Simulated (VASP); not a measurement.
Here is a VASP 6.6.1 calculation.

File POSCAR:

```
WC
1.0
    0.0000000000      2.1926840000      2.1926840000
    2.1926840000      0.0000000000      2.1926840000
    2.1926840000      2.1926840000      0.0000000000
W C
1 1
Direct
    0.0000000000      0.0000000000      0.0000000000
    0.5000000000      0.5000000000      0.4032546257
```

INCAR.step1

```
ALGO = Normal ; EDIFF = 1E-4
ENCUT = 520 ; GGA = PE
ISMEAR = 0 ; LASPH = T
LCHARG = F ; LREAL = F
LWAVE = T ; NBANDS = 16
NELM = 60 ; PREC = Accurate
SIGMA = 0.15
```

INCAR.step2

```
ALGO = Normal ; EDIFF = 1E-7
ENCUT = 520 ; ISIF = 2
ISMEAR = 0 ; ISTART = 1
LASPH = T ; LCHARG = F
LMIXTAU = T ; LREAL = F
LWAVE = F ; METAGGA = R2SCAN
NBANDS = 16 ; NELM = 60
PREC = Accurate ; SIGMA = 0.15
```

File KPOINTS:

```
k-points
0
Gamma
  18 18 18
```

Potentials or basis: VASP PAW PBE potentials, release 64 (W_sv, C).

Launch:

```bash
$ cat potpaw_PBE.64/W_sv/POTCAR potpaw_PBE.64/C/POTCAR > POTCAR
$ cp INCAR.step1 INCAR
$ mpirun -np 1 vasp_std > vasp.out
$ cp INCAR.step2 INCAR
$ mpirun -np 1 vasp_std > vasp.out
```

(1) What does it give for the largest force?

(2) What does it give for the band gap on the k mesh?

(3) Estimate the pressure.

Answers

(1) 2.392 eV/Å.

(2) zero (bands 9 and 10 overlap by 3.18 eV).

(3) 10.7 GPa.

Caveat: the cell differs from its parent crystal (atom 2 (C) moved by (-0.300, +0.000) A along [1 1 0] and z); the stress differs along the axes, from -4 to 18 GPa; the PAW data sets were made with another functional, which shifts forces and pressure a little; spin-orbit coupling is left out, which moves the levels of the heavy elements.
